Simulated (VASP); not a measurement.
The system is Ga2SeS2.

```
Ga Se S
1.0
     5.04459    0.00000    0.00000
     0.00000    5.04459    0.00000
     0.00000    0.00000    5.05295
Ga Se S
2 1 2
Direct
  0.00000 0.00000 0.74443
  0.00000 0.00000 0.25557
  0.50000 0.50000 0.50000
  0.00000 0.50000 0.50000
  0.50000 0.00000 0.50000
```

The cell was generated, and may not be a known phase.

```yaml
Program: VASP 6.6.1
Task: relaxation of cell and atoms
Functional: PBE
Potentials_or_basis: VASP PAW PBE potentials, release 64 (Ga_d, Se, S)
Cutoff: 600 eV
k_mesh: 8 × 8 × 8
Occupations: gaussian, width 0.1 eV
Spin: no spin polarisation
```

At the start: pressure 0.4 GPa; volume 25.72 Å³/atom.

Question: How do energy, volume and symmetry change on relaxing?

Answer: Over 26 steps the energy falls by 10.0 meV/atom and the volume is 27.53 Å³/atom (+7.0 %); space group P4/mmm (No. 123, to 0.1 Å) before and after.

The path:
```tsv
step	energy change (eV)	largest force (eV/Å)	pressure (GPa)	volume (Å³)
1	0.0000	0.2681	0.42	128.59
2	-0.0219	0.0287	0.27	129.83
3	-0.0303	0.2517	0.21	131.00
4	-0.0312	0.3281	0.21	131.48
5	-0.0441	0.0938	0.24	133.00
6	-0.0472	0.1020	0.32	134.52
7	-0.0473	0.0813	0.31	134.35
8	-0.0487	0.0391	-0.14	136.41
9	-0.0488	0.0471	-0.06	136.02
10	-0.0493	0.0047	-0.02	136.22
11	-0.0495	0.0251	0.00	136.37
12	-0.0495	0.0344	-0.01	136.42
13	-0.0497	0.0110	0.08	136.46
14	-0.0497	0.0075	0.10	136.46
15	-0.0498	0.0026	0.07	136.73
16	-0.0499	0.0080	0.06	136.87
17	-0.0500	0.0181	0.03	137.14
18	-0.0500	0.0220	0.04	137.24
19	-0.0500	0.0296	0.01	137.46
20	-0.0500	0.0260	0.05	137.37
21	-0.0500	0.0288	0.01	137.43
22	-0.0500	0.0266	0.05	137.40
23	-0.0500	0.0111	-0.03	137.62
24	-0.0500	0.0082	-0.05	137.63
25	-0.0500	0.0130	-0.04	137.63
26	-0.0501	0.0050	-0.01	137.63
```

Final structure:
```
Ga Se S
1.0
     4.99719    0.00000    0.00000
     0.00000    4.99719    0.00000
     0.00000    0.00000    5.51129
Ga Se S
2 1 2
Direct
  0.00000 0.00000 0.74689
  0.00000 0.00000 0.25311
  0.50000 0.50000 0.50000
  0.00000 0.50000 0.50000
  0.50000 0.00000 0.50000
```
